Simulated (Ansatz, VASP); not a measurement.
GdO, level by level in two programs

```
Gd O
1.0
     2.80181    0.00000    0.00000
     0.00000    2.80181    0.00000
     0.00000    0.00000    2.80181
Gd O
1 1
Direct
  0.00000 0.00000 0.00000
  0.50000 0.50000 0.50000
```

Single points on this cell with VASP 6.6.1 and Ansatz 0.2.0. Each row is one pair of runs. Alike in all rows: spin: collinear, typed start; k mesh: 9 × 9 × 9; VASP's potentials, cutoff: VASP PAW PBE potentials, release 64 (Gd, O), 520 eV; Ansatz's potentials, cutoff: Ansatz PAW, 420 eV.

```tsv
level	smearing	gap on the k mesh at the Fermi level (eV), VASP	gap on the k mesh at the Fermi level (eV), Ansatz	net moment per atom (μB), VASP	net moment per atom (μB), Ansatz
PBE	gaussian, width 0.025 eV	none	none	3.48	3.48
PBE	gaussian, width 0.026 eV	none	none	3.48	3.48
PBE	gaussian, width 0.027 eV	none	none	3.48	3.48
PBE	fermi-dirac, width 0.05 eV	none	none	3.49	3.48
```

Net moment per atom (μB): the two programs differ by at most 0.001.

A gap of «none» marks a metal or a gap that the smearing closes.

Neither program's run includes spin-orbit coupling.
